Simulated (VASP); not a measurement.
Here is a VASP 6.6.1 calculation.

File INCAR:

```
ALGO = Normal
EDIFF = 1E-7
ENCUT = 520
GGA = PE
ISIF = 2
ISMEAR = 0
IVDW = 12
LASPH = True
LCHARG = False
LREAL = False
LWAVE = False
NBANDS = 28
NELM = 100
PREC = Accurate
SIGMA = 0.01
```

The input KPOINTS:

```
k-points
0
Gamma
  6 6 2
```

File POSCAR:

```
MgPb2N2
1.0
    3.4363732763      0.0000000000      0.0000000000
   -1.7181866382      2.9759936432      0.0000000000
    0.0000000000      0.0000000000      9.3564865679
Mg Pb N
1 2 2
Direct
    0.0000000000      0.0000000000      0.0000000000
    0.6666666667      0.3333333333      0.2865500000
    0.3333333333      0.6666666667      0.7134500000
    0.6666666667      0.3333333333      0.8618200000
    0.3333333333      0.6666666667      0.1381800000
```

Potentials or basis: VASP PAW PBE potentials, release 64 (Mg, Pb_d, N).

Launch:

```console
$ cat potpaw_PBE.64/Mg/POTCAR potpaw_PBE.64/Pb_d/POTCAR potpaw_PBE.64/N/POTCAR > POTCAR
$ mpirun -np 1 vasp_std > vasp.out
```

Q: Predict the pressure.

A: -5.6 GPa.

Q: Predict the dispersion energy per atom.

A: -0.287 eV.

Stress tensor (GPa, compression positive):
```
-5.75  0.00  0.00
 0.00 -5.75  0.00
 0.00  0.00 -5.38
```

Caveat: the cell stands under tension.
